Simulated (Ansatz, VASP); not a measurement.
# One calculation of WSe2, two programs

INCAR

```
SYSTEM = WSe2
PREC = Accurate
ENCUT = 520
EDIFF = 1E-6
ISMEAR = 0
SIGMA = 0.05
LREAL = .False.
LASPH = .True.
NELM = 60
ALGO = Normal
ISIF = 2
LWAVE = .False.
LCHARG = .False.
GGA = PE
IVDW = 12
NBANDS = 35
```

Contents of KPOINTS:

```
Automatic mesh
0
Gamma
  12 12 2
  0 0 0
```

File POSCAR:

```
WSe2
1.0
    3.3773983872      0.0000000000      0.0000000000
   -1.6886991936      2.9249128020      0.0000000000
    0.0000000000      0.0000000000     12.5967821760
W Se
2 4
Direct
    0.3333333333      0.6666666667      0.2500000000
    0.6666666667      0.3333333333      0.7500000000
    0.3333333333      0.6666666667      0.6182912225
    0.6666666667      0.3333333333      0.1182912225
    0.3333333333      0.6666666667      0.8817087775
    0.6666666667      0.3333333333      0.3817087775
```

Input for Ansatz:

```yaml
crystal:
  lattice:
    - [3.3773983872, 0.0, 0.0]
    - [-1.6886991936, 2.924912802, 0.0]
    - [0.0, 0.0, 12.596782176]
  atoms:
    - { symbol: W, position: [0.3333333333, 0.6666666667, 0.25] }
    - { symbol: W, position: [0.6666666667, 0.3333333333, 0.75] }
    - { symbol: Se, position: [0.3333333333, 0.6666666667, 0.6182912225] }
    - { symbol: Se, position: [0.6666666667, 0.3333333333, 0.1182912225] }
    - { symbol: Se, position: [0.3333333333, 0.6666666667, 0.8817087775] }
    - { symbol: Se, position: [0.6666666667, 0.3333333333, 0.3817087775] }
basis:
  ecutwfc: 420
kpoints:
  mp_grid: { grid: [12, 12, 2] }
hamiltonian:
  xc: pbe
  dispersion: d3bj
scf:
  occupations: { method: gaussian, width: 0.05 }
output:
  forces: true
  stress: true
  eigenvalues: true
```

Change from the starting cell: strain +0.030 along x and y, -0.015 along z, atoms carried along.

Alike in both runs: task single point; functional PBE; dispersion D3(BJ); k mesh 12 × 12 × 2; occupations gaussian, width 0.05 eV; no spin polarisation.

```csv
,VASP,Ansatz
version,VASP 6.6.1,Ansatz 0.2.0
potentials or method,"VASP PAW PBE potentials, release 64 (W_sv, Se), cutoff 520 eV","scalar-relativistic, plane waves, PAW"
valence electrons in the cell,52,92
```

```csv
,VASP,Ansatz,Ansatz less VASP
gap on the k mesh at the Fermi level (eV),0.84,0.85,+0.005
least direct gap on the mesh (eV),1.24,1.24,+0.003
pressure (GPa),-4.7,-5.0,-0.27
"traceless stress, the component that is largest in VASP (GPa)",3.78,3.71,-0.066
rms of the force components (eV/Å),0.075,0.095,+0.0196
```

Atom by atom the forces differ by 0.020 eV/Å (rms over components). VASP's potentials hold 52 valence electrons a cell and Ansatz's 92, so a difference there can come from the potentials and not from the codes.

Neither program's run includes spin-orbit coupling.
